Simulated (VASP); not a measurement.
# NaCl in VASP: further runs

The runs below take NaCl through single point, with PBE.

All numbers are computed with VASP 6.6.1; they aren't measurements. Logs are shortened: lines on timing, memory, paths and dates and some standing lists are left out, and cuts for length are marked.

**1. The cell of the first run**

Symmetry: Pm-3m, No. 221, cubic system. Conventional cell: a = 2.860 Å, b = 2.860 Å, c = 2.860 Å, α = 90.00°, β = 90.00°, γ = 90.00°. Na (site symmetry m-3m) has 8 Cl at 2.48 Å and 6 Na at 2.86 Å within 3.3 Å. Within 3.3 Å of Cl (site symmetry m-3m) lie 8 Na at 2.48 Å and 6 Cl at 2.86 Å.

**2. Single point, PBE**

The input, INCAR:

```
SYSTEM = NaCl
PREC     = Accurate       ! precision mode
ENCUT    = 520            ! plane-wave cutoff, eV
EDIFF    = 1E-6           ! SCF threshold, eV
ISMEAR   = 0              ! smearing method
SIGMA    = 0.01           ! smearing width, eV
LREAL    = .FALSE.        ! projectors in reciprocal space
LASPH    = .TRUE.         ! aspherical terms in the spheres
NELM     = 60             ! most SCF steps
ALGO     = Normal         ! electronic algorithm
ISIF     = 2              ! what is computed and relaxed
LWAVE    = .FALSE.        ! write WAVECAR
LCHARG   = .TRUE.         ! write CHGCAR
GGA      = PE             ! functional
LELF     = .TRUE.         ! ELF
LVHAR    = .TRUE.       
NBANDS   = 14             ! bands
```

The input, KPOINTS:

```
regular mesh
0
G
  5 5 5
  0 0 0
```

The input, POSCAR:

```
NaCl
1.0
    2.8600000000      0.0000000000      0.0000000000
    0.0000000000      2.8600000000      0.0000000000
    0.0000000000      0.0000000000      2.8600000000
Na Cl
1 1
Direct
    0.0000000000      0.0000000000      0.0000000000
    0.5000000000      0.5000000000      0.5000000000
```

Potentials or basis: VASP PAW PBE potentials, release 64 (Na_pv, Cl).

Started as:

```console
cat potpaw_PBE.64/Na_pv/POTCAR potpaw_PBE.64/Cl/POTCAR > POTCAR
mpirun -np 1 vasp_std > vasp.out
```

OUTCAR:

```text
SYSTEM = NaCl
   PREC = Accurate
   ENCUT = 520
   EDIFF = 1E-6
   ISMEAR = 0
   LREAL = .FALSE.
   LASPH = .TRUE.
   NELM = 60
   ISIF = 2
   GGA = PE

 ion  position               nearest neighbor table
   1  0.000  0.000  0.000-   2 2.48   2 2.48   2 2.48   2 2.48   2 2.48   2 2.48   2 2.48   2 2.48

   2  0.500  0.500  0.500-   1 2.48   1 2.48   1 2.48   1 2.48   1 2.48   1 2.48   1 2.48   1 2.48

  LATTYP: Found a simple cubic cell.
 ALAT       =     2.8600000000

  Lattice vectors:

 A1 = (   2.8600000000,   0.0000000000,   0.0000000000)
 A2 = (   0.0000000000,   2.8600000000,   0.0000000000)
 A3 = (   0.0000000000,   0.0000000000,   2.8600000000)

Analysis of symmetry for initial positions (statically):
=====================================================================
 Subroutine PRICEL returns:
 Original cell was already a primitive cell.

 Routine SETGRP: Setting up the symmetry group for a
 simple cubic supercell.

 Subroutine GETGRP returns: Found 48 space group operations
 (whereof 48 operations were pure point group operations)
 out of a pool of 48 trial point group operations.

The static configuration has the point symmetry O_h .

Analysis of symmetry for dynamics (positions and initial velocities):
=====================================================================
 Subroutine PRICEL returns:
 Original cell was already a primitive cell.

 Routine SETGRP: Setting up the symmetry group for a
 simple cubic supercell.

 Subroutine GETGRP returns: Found 48 space group operations
 (whereof 48 operations were pure point group operations)
 out of a pool of 48 trial point group operations.

The dynamic configuration has the point symmetry O_h .

 Subroutine INISYM returns: Found 48 space group operations
 (whereof 48 operations are pure point group operations),
 and found     1 'primitive' translations

----------------------------------------------------------------------------------------

                                     Primitive cell

  volume of cell :      23.3937

  direct lattice vectors                    reciprocal lattice vectors
     2.860000000  0.000000000  0.000000000     0.349650350  0.000000000  0.000000000
     0.000000000  2.860000000  0.000000000     0.000000000  0.349650350  0.000000000
     0.000000000  0.000000000  2.860000000     0.000000000  0.000000000  0.349650350

  length of vectors
     2.860000000  2.860000000  2.860000000     0.349650350  0.349650350  0.349650350

  position of ions in fractional coordinates (direct lattice)
     0.000000000  0.000000000  0.000000000
     0.500000000  0.500000000  0.500000000

  ion indices of the primitive-cell ions
   primitive index   ion index
                 1           1
[... 72 lines left out ...]
   EFERMI =   0.00;   METHOD = LEGACY
   ISMEAR =     0;   SIGMA  =   0.01  broadening in eV -4-tet -1-fermi 0-gaus
   EFERMI_NEDOS =   21; number of points for ismear=-14 and -15
   IALGO  =     38    algorithm
   IMIX   =      4    mixing-type and parameters
     AMIX     =   0.40;   BMIX     =  1.00
     AMIX_MAG =   1.60;   BMIX_MAG =  1.00
  volume/ion in A,a.u.               =      11.70        78.93
  Fermi-wavevector in a.u.,A,eV,Ry     =   1.379595  2.607056 25.895713  1.903281
  Thomas-Fermi vector in A             =   2.504550
   LORBIT       =      0    0 simple, 1 ext, 2 COOP (PROOUT), +10 PAW based schemes
   GGA     = PE    functional components
   LHFCALC =     F    Hartree Fock is set to
   AEXX    =    0.0000 exact exchange contribution
   IVDW    =     0    specifies the selected vdW correction
   LEPSILON=     F    determine dielectric tensor
   LRPA    =     F    only Hartree local field effects (RPA)
 non-spin polarized calculation
 Gauss-broadening in eV      SIGMA  =   0.01
  energy-cutoff  :      520.00
  volume of cell :       23.39
 maximum number of plane-waves:       655
 NGX is ok and might be reduce to    24
   NGX = 11   NGY = 11   NGZ = 11

 number of electron      13.9999997 magnetization

 Free energy of the ion-electron system (eV)
  ---------------------------------------------------
  ext. energy  EPLUGINS =         0.00000000
  ---------------------------------------------------
  free energy    TOTEN  =        -4.18630624 eV

  energy without entropy =       -4.18630624  energy(sigma->0) =       -4.18630624

 E-fermi :   6.6929     XC(G=0): -11.3683

 val. band max:        6.6496320751   @ k =   0.4000   0.4000   0.0000
 cond. band min:      12.1559410575   @ k =   0.4000   0.4000   0.0000
 fundamental gap:      5.5063089824
 Fermi energy:         6.6928901472

 k-point     1 :       0.0000    0.0000    0.0000
  band No.  band energies     occupation
      1     -15.8986      2.00000
      2     -15.8986      2.00000
      3     -15.8986      2.00000
      4     -10.1606      2.00000
      5       5.5563      2.00000
      6       5.5563      2.00000
      7       5.5563      2.00000
      8      13.4902      0.00000
      9      13.4902      0.00000
     10      14.2544      0.00000
     11      24.6419      0.00000
     12      24.6419      0.00000
     13      24.6419      0.00000
     14      29.3443      0.00000
[... 139 lines left out ...]
      1     -16.0820      2.00000
      2     -16.0662      2.00000
      3     -16.0662      2.00000
      4      -6.9628      2.00000
      5       2.2366      2.00000
      6       2.2366      2.00000
      7       2.3617      2.00000
      8      13.4953      0.00000
      9      13.7669      0.00000
     10      13.7669      0.00000
     11      25.2797      0.00000
     12      26.4696      0.00000
     13      26.4696      0.00000
     14      27.7493      0.00000

------------------------ aborting loop because EDIFF is reached ----------------------------------------

  FORCE on cell =-STRESS in cart. coord.  units (eV):
  Direction    XX          YY          ZZ          XY          YZ          ZX
  --------------------------------------------------------------------------------------
  -------------------------------------------------------------------------------------
  Total        9.5588913      9.5588913      9.5588913      0.0000000      0.0000000      0.0000000
  in kB      654.6663325    654.6663325    654.6663325      0.0000000      0.0000000      0.0000000
  external PRESSURE =     654.6663325 kB  Pullay stress =       0.0000000 kB

 VOLUME and BASIS-vectors are now :
 -----------------------------------------------------------------------------
  energy-cutoff  :      520.00
  volume of cell :       23.39
      direct lattice vectors                 reciprocal lattice vectors
     2.860000000  0.000000000  0.000000000     0.349650350  0.000000000  0.000000000
     0.000000000  2.860000000  0.000000000     0.000000000  0.349650350  0.000000000
     0.000000000  0.000000000  2.860000000     0.000000000  0.000000000  0.349650350

 POSITION                                       TOTAL-FORCE (eV/Angst)
 -----------------------------------------------------------------------------------
      0.00000      0.00000      0.00000         0.000000      0.000000      0.000000
      1.43000      1.43000      1.43000         0.000000      0.000000      0.000000
 -----------------------------------------------------------------------------------
    total drift:                                0.000000     -0.000000     -0.000000

  FREE ENERGIE OF THE ION-ELECTRON SYSTEM (eV)
  ---------------------------------------------------
  free  energy   TOTEN  =        -4.1863062388 eV

  energy  without entropy=       -4.1863062388  energy(sigma->0) =       -4.18630624
```

stdout:

```text
POSCAR found type information on POSCAR NaCl
 POSCAR found :  2 types and       2 ions
 scaLAPACK will be used
 LDA part: xc-table for (Slater+PW92), standard interpolation
 POSCAR, INCAR and KPOINTS ok, starting setup
 FFT: planning ... GRIDC
 FFT: planning ... GRID_SOFT
 FFT: planning ... GRID
 WAVECAR not read
 entering main loop
```

Run time: 2.4 s. Hardware: 1 thread of Intel Xeon Platinum 8488C (Sapphire Rapids), shared host; peak memory 0.13 GiB.

Results:

```yaml
Free_energy: -4.1863 eV
Pressure: 65.5 GPa
Band_gap_on_the_k_mesh: 5.51 eV, direct
```

Caveat: the k points lie up to 0.44 Å⁻¹ apart.

**3. Single point, PBE**

The input, INCAR:

```
SYSTEM = NaCl
PREC = Accurate
ENCUT = 520
EDIFF = 1E-6
ISMEAR = 0
SIGMA = 0.01
LREAL = .False.
LASPH = .True.
NELM = 60
ALGO = Normal
ISIF = 2
LWAVE = .False.
LCHARG = .False.
GGA = PE
NBANDS = 14
```

The input, KPOINTS:

```
Automatic mesh
0
Gamma
  5 5 5
  0 0 0
```

POSCAR, as its differences from that of step 2:

```diff
@@ -8,3 +8,3 @@
 Direct
-    0.0000000000      0.0000000000      0.0000000000
+    0.0000000000      0.0000000000      0.0104895105
     0.5000000000      0.5000000000      0.5000000000
```

Potentials or basis: VASP PAW PBE potentials, release 64 (Na_pv, Cl).

Started as:

```console
cat potpaw_PBE.64/Na_pv/POTCAR potpaw_PBE.64/Cl/POTCAR > POTCAR
mpirun -np 1 vasp_std > vasp.out
```

OUTCAR:

```text
SYSTEM = NaCl
   PREC = Accurate
   ENCUT = 520
   EDIFF = 1E-6
   ISMEAR = 0
   LREAL = .False.
   LASPH = .True.
   NELM = 60
   ISIF = 2
   GGA = PE

 ion  position               nearest neighbor table
   1  0.000  0.000  0.010-   2 2.46   2 2.46   2 2.46   2 2.46   2 2.49   2 2.49   2 2.49   2 2.49

   2  0.500  0.500  0.500-   1 2.46   1 2.46   1 2.46   1 2.46   1 2.49   1 2.49   1 2.49   1 2.49

  LATTYP: Found a simple cubic cell.
 ALAT       =     2.8600000000

  Lattice vectors:

 A1 = (   2.8600000000,   0.0000000000,   0.0000000000)
[... 485 lines left out ...]

  FORCE on cell =-STRESS in cart. coord.  units (eV):
  Direction    XX          YY          ZZ          XY          YZ          ZX
  --------------------------------------------------------------------------------------
  -------------------------------------------------------------------------------------
  Total        9.5730297      9.5730297      9.5582195      0.0000000      0.0000000      0.0000000
  in kB      655.6346397    655.6346397    654.6203210      0.0000000      0.0000000      0.0000000
  external PRESSURE =     655.2965335 kB  Pullay stress =       0.0000000 kB

 VOLUME and BASIS-vectors are now :
 -----------------------------------------------------------------------------
  energy-cutoff  :      520.00
  volume of cell :       23.39
      direct lattice vectors                 reciprocal lattice vectors
     2.860000000  0.000000000  0.000000000     0.349650350  0.000000000  0.000000000
     0.000000000  2.860000000  0.000000000     0.000000000  0.349650350  0.000000000
     0.000000000  0.000000000  2.860000000     0.000000000  0.000000000  0.349650350

 POSITION                                       TOTAL-FORCE (eV/Angst)
 -----------------------------------------------------------------------------------
      0.00000      0.00000      0.03000         0.000000     -0.000000     -0.236182
      1.43000      1.43000      1.43000        -0.000000      0.000000      0.236182
 -----------------------------------------------------------------------------------
    total drift:                                0.000000     -0.000000      0.000014

  FREE ENERGIE OF THE ION-ELECTRON SYSTEM (eV)
  ---------------------------------------------------
  free  energy   TOTEN  =        -4.1827669023 eV

  energy  without entropy=       -4.1827669023  energy(sigma->0) =       -4.18276690
```

OSZICAR:

```text
N       E                     dE             d eps       ncg     rms          rms(c)
DAV:   1     0.112031304477E+03    0.11203E+03   -0.69803E+03   504   0.124E+03
DAV:   2     0.162129270040E+01   -0.11041E+03   -0.10186E+03   588   0.343E+02
DAV:   3    -0.443676889134E+01   -0.60581E+01   -0.60292E+01   642   0.699E+01
DAV:   4    -0.450161240476E+01   -0.64844E-01   -0.64830E-01   564   0.730E+00
DAV:   5    -0.450248816657E+01   -0.87576E-03   -0.87574E-03   666   0.880E-01    0.572E+00
DAV:   6    -0.423751940771E+01    0.26497E+00   -0.23671E-01   694   0.580E+00    0.385E+00
DAV:   7    -0.418372875680E+01    0.53791E-01   -0.14261E-01   640   0.384E+00    0.183E+00
DAV:   8    -0.418291463388E+01    0.81412E-03   -0.11202E-02   534   0.118E+00    0.348E-01
DAV:   9    -0.418275517606E+01    0.15946E-03   -0.28103E-04   678   0.285E-01    0.794E-02
DAV:  10    -0.418276507503E+01   -0.98990E-05   -0.43623E-05   638   0.124E-01    0.303E-02
DAV:  11    -0.418276661562E+01   -0.15406E-05   -0.60162E-06   636   0.251E-02    0.869E-03
DAV:  12    -0.418276690229E+01   -0.28667E-06   -0.45267E-07   366   0.598E-03
   1 F= -.41827669E+01 E0= -.41827669E+01  d E =-.382429-126
```

Wall time 2.8 s (1 thread of Intel Xeon Platinum 8488C (Sapphire Rapids), shared host); peak memory 0.13 GiB.

Results:

| Quantity | Value |
| --- | --- |
| Free energy | -4.1828 eV |
| Pressure | 65.5 GPa |
| Largest force | 0.236 eV/Å |
| Band gap on the k mesh | 5.50 eV, indirect (the least direct gap lies 1.1 meV higher) |

Forces on the atoms (eV/Å):
```
Na   0.000  0.000 -0.236
Cl   0.000  0.000  0.236
```

Stress tensor (GPa, compression positive):
```
65.56  0.00  0.00
 0.00 65.56  0.00
 0.00  0.00 65.46
```

Levels at points of the mesh, in eV from the valence-band top:
| k point | band 5 | band 6 | band 7 | band 8 | band 9 | band 10 |
| --- | --- | --- | --- | --- | --- | --- |
| (0.00, 0.00, 0.00) | -1.09 | -1.09 | -1.09 | 6.84 | 6.84 | 7.60 |

Caveat: the k points lie up to 0.44 Å⁻¹ apart. A k mesh can miss the band edges.
